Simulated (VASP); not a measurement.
# Mg in VASP: further runs, part 2 of 2

VASP 6.6.1. Earlier steps stand in the parts before.

### Step 3. Electric field gradients, PBE (equal xy, yz and zx shear strains of -1 %)

INCAR

```
SYSTEM = Mg
PREC     = Accurate       ! precision mode
ENCUT    = 520            ! plane-wave cutoff, eV
EDIFF    = 1E-8           ! SCF threshold, eV
ISMEAR   = -1             ! smearing method
SIGMA    = 0.08           ! smearing width, eV
LREAL    = .FALSE.        ! projectors in reciprocal space
LASPH    = .TRUE.         ! aspherical terms in the spheres
NELM     = 80             ! most SCF steps
ALGO     = Normal         ! electronic algorithm
ISIF     = 2              ! what is computed and relaxed
LWAVE    = .FALSE.        ! write WAVECAR
LCHARG   = .FALSE.        ! write CHGCAR
GGA      = PE             ! functional
LEFG     = .TRUE.       
NBANDS   = 9              ! bands
```

KPOINTS

```
Automatic mesh
0
G
  12 12 7
  0 0 0
```

POSCAR

```
Mg
1.0
    3.2092715325     -0.0160463577     -0.0160463577
   -1.6185323196      2.7873338536     -0.0058733745
   -0.0260516500     -0.0260516500      5.2103300000
Mg
2
Direct
    0.3333333333      0.6666666667      0.2500000000
    0.6666666667      0.3333333333      0.7500000000
```

Potentials or basis: VASP PAW PBE potentials, release 64 (Mg).

The run is started by

```bash
$ cat potpaw_PBE.64/Mg/POTCAR > POTCAR
$ mpirun -np 1 vasp_std > vasp.out
```

OUTCAR:

```text
SYSTEM = Mg
   PREC = Accurate
   ENCUT = 520
   EDIFF = 1E-8
   ISMEAR = -1
   LREAL = .FALSE.
   LASPH = .TRUE.
   NELM = 80
   ISIF = 2
   GGA = PE

 ion  position               nearest neighbor table
   1  0.333  0.667  0.250-   2 3.17   2 3.18   2 3.20   2 3.21   2 3.21   2 3.21
   2  0.667  0.333  0.750-   1 3.17   1 3.18   1 3.20   1 3.21   1 3.21   1 3.21

  LATTYP: Found a triclinic cell.
 ALAT       =     3.1954602334
 B/A-ratio  =     1.0043472705
 C/A-ratio  =     1.6305820996
 COS(alpha) =     0.0099745013
 COS(beta)  =     0.0136846555
[... 506 lines left out ...]
  free  energy   TOTEN  =        -3.0196084516 eV

  energy  without entropy=       -3.0014606094  energy(sigma->0) =       -3.01053453

 Electric field gradients (V/A^2)
---------------------------------------------------------------------
 ion       V_xx      V_yy      V_zz      V_xy      V_xz      V_yz
---------------------------------------------------------------------
   1      -0.466    -0.475     0.940    -0.258    -0.238    -0.237
   2      -0.466    -0.475     0.940    -0.258    -0.238    -0.237
---------------------------------------------------------------------

 Electric field gradients after diagonalization (V/A^2)
 (convention: |V_zz| > |V_xx| > |V_yy|)
----------------------------------------------------------------------
 ion       V_xx      V_yy      V_zz     asymmetry (V_yy - V_xx)/ V_zz
----------------------------------------------------------------------
   1      -0.794    -0.212     1.006       0.579
   2      -0.794    -0.212     1.006       0.579
----------------------------------------------------------------------

           NMR quadrupolar parameters

 Cq : quadrupolar parameter    Cq=e*Q*V_zz/h
 eta: asymmetry parameters     (V_yy - V_xx)/ V_zz
 Q  : nuclear electric quadrupole moment in mb (millibarn)
----------------------------------------------------------------------
 ion       Cq(MHz)       eta       Q (mb)
----------------------------------------------------------------------
   1       0.002       0.579       1.000
   2       0.002       0.579       1.000
----------------------------------------------------------------------
```

OSZICAR:

```text
N       E                     dE             d eps       ncg     rms          rms(c)
DAV:   1    -0.329229231040E+00   -0.32923E+00   -0.12967E+03  9108   0.315E+02
DAV:   2    -0.299207920631E+01   -0.26628E+01   -0.25728E+01 12267   0.270E+01
DAV:   3    -0.303298845098E+01   -0.40909E-01   -0.40534E-01 11603   0.274E+00
DAV:   4    -0.303311110162E+01   -0.12265E-03   -0.12264E-03 11664   0.150E-01
DAV:   5    -0.303311163837E+01   -0.53675E-06   -0.53650E-06 11345   0.945E-03    0.963E-01
DAV:   6    -0.302709800874E+01    0.60136E-02   -0.65554E-04 10499   0.197E-01    0.617E-01
DAV:   7    -0.301959678399E+01    0.75012E-02   -0.25587E-03  9441   0.343E-01    0.344E-02
DAV:   8    -0.301961008787E+01   -0.13304E-04   -0.17711E-05 13034   0.251E-02    0.770E-03
DAV:   9    -0.301960875816E+01    0.13297E-05   -0.12618E-06 10069   0.538E-03    0.616E-04
DAV:  10    -0.301960850263E+01    0.25553E-06   -0.62405E-09 12284   0.451E-04    0.167E-04
DAV:  11    -0.301960845697E+01    0.45664E-07   -0.65014E-10  5587   0.177E-04    0.160E-05
DAV:  12    -0.301960845161E+01    0.53639E-08   -0.32516E-11  5203   0.237E-05
   1 F= -.30196085E+01 E0= -.30105345E+01  d E =-.181478E-01
```

stdout:

```text
POSCAR found type information on POSCAR Mg
 POSCAR found :  1 types and       2 ions
 scaLAPACK will be used
 LDA part: xc-table for (Slater+PW92), standard interpolation
 POSCAR, INCAR and KPOINTS ok, starting setup
 FFT: planning ... GRIDC
 FFT: planning ... GRID_SOFT
 FFT: planning ... GRID
 WAVECAR not read
 entering main loop
ion   1
     0.0000337     0.0157046     0.0116027    -0.0138292     0.0116340    -0.0003572
     0.0000464     0.0157046     0.0116027    -0.0138292     0.0116340    -0.0003572
     0.0000638     0.0157046     0.0116027    -0.0138292     0.0116340    -0.0003572
     0.0000879     0.0157046     0.0116027    -0.0138292     0.0116340    -0.0003572

     0.0000337     0.2488639     0.2275896    -0.7317233     0.2283527    -0.0044575
     0.0000464     0.2488637     0.2275894    -0.7317228     0.2283526    -0.0044575
     0.0000638     0.2488634     0.2275891    -0.7317220     0.2283523    -0.0044575
     0.0000879     0.2488630     0.2275887    -0.7317206     0.2283519    -0.0044575

ion   2
     0.0000337     0.0157046     0.0116027    -0.0138292     0.0116340    -0.0003572
     0.0000464     0.0157046     0.0116027    -0.0138292     0.0116340    -0.0003572
     0.0000638     0.0157046     0.0116027    -0.0138292     0.0116340    -0.0003572
     0.0000879     0.0157046     0.0116027    -0.0138292     0.0116340    -0.0003572

     0.0000337     0.2488639     0.2275896    -0.7317233     0.2283527    -0.0044575
     0.0000464     0.2488637     0.2275894    -0.7317228     0.2283526    -0.0044575
     0.0000638     0.2488634     0.2275891    -0.7317220     0.2283523    -0.0044575
     0.0000879     0.2488630     0.2275887    -0.7317206     0.2283519    -0.0044575
```

Run time: 42 s. Hardware: 1 thread of Intel Xeon 6975P-C (Granite Rapids), shared host; peak memory 0.32 GiB.

What came out:

```
Free energy                             : -3.0196 eV
Pressure                                : -0.6 GPa
Largest force                           : 0.008 eV/Å
Band gap on the k mesh                  : zero (bands 2 and 3 overlap by 2.24 eV)
Largest electric field gradient by atom : Mg +1.0 V/Å²
```

Forces on the atoms (eV/Å):
```
Mg   0.008  0.000  0.000
Mg  -0.008  0.000  0.000
```

Electric field gradients, principal values (V/Å²):
| atom | least | middle | greatest (by size) |
| --- | --- | --- | --- |
| 1 Mg | -0.212 | -0.794 | 1.006 |
| 2 Mg | -0.212 | -0.794 | 1.006 |

Caveat: the cell differs from its parent crystal (equal xy, yz and zx shear strains of -1 %); without QUAD_EFG the Cq values of the log hold for a quadrupole moment of 1 mb, not for the nuclei.

### Step 4. Electric field gradients, PBE (equal xy, yz and zx shear strains of +2 %)

INCAR

```
ALGO = Normal
EDIFF = 1E-8
ENCUT = 520
GGA = PE
ISIF = 2
ISMEAR = -1
LASPH = True
LCHARG = False
LEFG = True
LREAL = False
LWAVE = False
NBANDS = 9
NELM = 80
PREC = Accurate
SIGMA = 0.08
```

KPOINTS

```
k-points
0
Gamma
  12 12 7
```

POSCAR

```
Mg
1.0
    3.2092715325      0.0320927153      0.0320927153
   -1.5768426594      2.7632643171      0.0117467491
    0.0521033000      0.0521033000      5.2103300000
Mg
2
Direct
    0.3333333333      0.6666666667      0.2500000000
    0.6666666667      0.3333333333      0.7500000000
```

Potentials or basis: VASP PAW PBE potentials, release 64 (Mg).

The run is started by

```bash
$ cat potpaw_PBE.64/Mg/POTCAR > POTCAR
$ mpirun -np 1 vasp_std > vasp.out
```

OUTCAR:

```text
EDIFF = 1E-8
   ENCUT = 520
   GGA = PE
   ISIF = 2
   ISMEAR = -1
   LASPH = True
   LREAL = False
   NELM = 80
   PREC = Accurate

 ion  position               nearest neighbor table
   1  0.333  0.667  0.250-   2 3.16   2 3.17   2 3.18   2 3.20   2 3.23   2 3.25
   2  0.667  0.333  0.750-   1 3.16   1 3.17   1 3.18   1 3.20   1 3.23   1 3.25

  LATTYP: Found a triclinic cell.
 ALAT       =     3.2374012515
 B/A-ratio  =     0.9827452114
 C/A-ratio  =     1.6095783631
 COS(alpha) =     0.0074204947
 COS(beta)  =     0.0272158148
 COS(gamma) =     0.5000757388

  Lattice vectors:

 A1 = (   1.6324288731,   2.7953570324,   0.0438394644)
 A2 = (  -1.5768426594,   2.7632643171,   0.0117467491)
 A3 = (   0.0521033000,   0.0521033000,   5.2103300000)

Analysis of symmetry for initial positions (statically):
=====================================================================
 Subroutine PRICEL returns:
 Original cell was already a primitive cell.

 Routine SETGRP: Setting up the symmetry group for a
 triclinic supercell.

 Subroutine GETGRP returns: Found  2 space group operations
 (whereof  2 operations were pure point group operations)
 out of a pool of  2 trial point group operations.

The static configuration has the point symmetry S_2 .

Analysis of symmetry for dynamics (positions and initial velocities):
=====================================================================
 Subroutine PRICEL returns:
 Original cell was already a primitive cell.

 Routine SETGRP: Setting up the symmetry group for a
 triclinic supercell.

 Subroutine GETGRP returns: Found  2 space group operations
[... 435 lines left out ...]
      1      -0.6524      2.00000
      2       2.3864      1.72783
      3       4.2382      0.00000
      4       4.8343      0.00000
      5       5.9741      0.00000
      6       7.2967      0.00000
      7       8.5348      0.00000
      8      10.5938      0.00000
      9      11.5844      0.00000

 [... further k-points ...]

------------------------ aborting loop because EDIFF is reached ----------------------------------------

  FORCE on cell =-STRESS in cart. coord.  units (eV):
  Direction    XX          YY          ZZ          XY          YZ          ZX
  --------------------------------------------------------------------------------------
  -------------------------------------------------------------------------------------
  Total       -0.0938601     -0.0867712     -0.2822287     -0.0933359     -0.1028730     -0.1071350
  in kB       -3.2367739     -2.9923124     -9.7326775     -3.2186973     -3.5475848     -3.6945588
  external PRESSURE =      -5.3205879 kB  Pullay stress =       0.0000000 kB

 VOLUME and BASIS-vectors are now :
 -----------------------------------------------------------------------------
  energy-cutoff  :      520.00
  volume of cell :       46.46
      direct lattice vectors                 reciprocal lattice vectors
     3.209271532  0.032092715  0.032092715     0.309877359  0.176850622 -0.004867280
    -1.576842659  2.763264317  0.011746749    -0.003563096  0.359872708 -0.003563096
     0.052103300  0.052103300  5.210330000    -0.001900638 -0.001900638  0.191964436

 POSITION                                       TOTAL-FORCE (eV/Angst)
 -----------------------------------------------------------------------------------
      0.03155      1.86590      1.32111        -0.011214      0.000454      0.002154
      1.65298      0.98156      3.93306         0.011214     -0.000454     -0.002154
 -----------------------------------------------------------------------------------
    total drift:                                0.000000     -0.000000     -0.000000

  FREE ENERGIE OF THE ION-ELECTRON SYSTEM (eV)
  ---------------------------------------------------
  free  energy   TOTEN  =        -3.0174725686 eV

  energy  without entropy=       -2.9997820885  energy(sigma->0) =       -3.00862733

 Electric field gradients (V/A^2)
---------------------------------------------------------------------
 ion       V_xx      V_yy      V_zz      V_xy      V_xz      V_yz
---------------------------------------------------------------------
   1      -0.399    -0.448     0.847     0.562     0.518     0.510
   2      -0.399    -0.448     0.847     0.562     0.518     0.510
---------------------------------------------------------------------

 Electric field gradients after diagonalization (V/A^2)
 (convention: |V_zz| > |V_xx| > |V_yy|)
----------------------------------------------------------------------
 ion       V_xx      V_yy      V_zz     asymmetry (V_yy - V_xx)/ V_zz
----------------------------------------------------------------------
   1      -0.986    -0.315     1.301       0.515
   2      -0.986    -0.315     1.301       0.515
----------------------------------------------------------------------

           NMR quadrupolar parameters

 Cq : quadrupolar parameter    Cq=e*Q*V_zz/h
 eta: asymmetry parameters     (V_yy - V_xx)/ V_zz
 Q  : nuclear electric quadrupole moment in mb (millibarn)
----------------------------------------------------------------------
 ion       Cq(MHz)       eta       Q (mb)
----------------------------------------------------------------------
   1       0.003       0.515       1.000
   2       0.003       0.515       1.000
----------------------------------------------------------------------
```

Wall time 46 s (1 thread of Intel Xeon 6975P-C (Granite Rapids), shared host); peak memory 0.32 GiB.

What came out:

| Property | Result |
| --- | --- |
| Free energy | -3.0175 eV |
| Pressure | -0.5 GPa |
| Largest force | 0.011 eV/Å |
| Band gap on the k mesh | zero (bands 2 and 3 overlap by 2.24 eV) |
| Largest electric field gradient by atom | Mg +1.3 V/Å² |

Forces on the atoms (eV/Å):
```
Mg  -0.011  0.000  0.002
Mg   0.011  0.000 -0.002
```

Levels at points of the mesh, in eV from the Fermi level:
```
           k point  band 1  band 2  band 3  band 4  band 5
(0.00, 0.00, 0.00)   -6.84   -1.62   -1.20   10.69   10.80
(0.50, 0.00, 0.00)   -2.18   -2.14    2.49    2.92    3.32
(0.00, 0.50, 0.00)   -2.08   -2.08    2.62    3.01    3.35
(0.50, 0.50, 0.00)   -2.02   -1.99    2.77    3.11    3.37
```

Electric field gradients, principal values (V/Å²):
```csv
atom,least,middle,greatest (by size)
1 Mg,-0.315,-0.986,1.301
2 Mg,-0.315,-0.986,1.301
```

Caveat: the cell differs from its parent crystal (equal xy, yz and zx shear strains of +2 %); without QUAD_EFG the Cq values of the log hold for a quadrupole moment of 1 mb, not for the nuclei.

### Step 5. The runs side by side

| cell | gap on the mesh (eV) | pressure (GPa) | largest force (eV/Å) |
| --- | --- | --- | --- |
| a = 3.306, b = 3.306, c = 5.210 Å, angles 90.0, 90.0, 120.0°, 2 atoms | none | -2.3 | - |
| a = 3.209, b = 3.223, c = 5.210 Å, angles 90.2, 90.6, 120.4°, 2 atoms | none | -0.6 | 0.01 |
| a = 3.210, b = 3.182, c = 5.211 Å, angles 89.6, 88.8, 119.1°, 2 atoms | none | -0.5 | 0.01 |

Alike in all rows: task electric field gradients; level PBE; potentials or basis VASP PAW PBE potentials, release 64 (Mg); no spin polarisation; k mesh 12 × 12 × 7; cutoff (eV) 520; smearing fermi-dirac 0.08 eV.

Absolute energies hang on the potentials; compare differences alone.
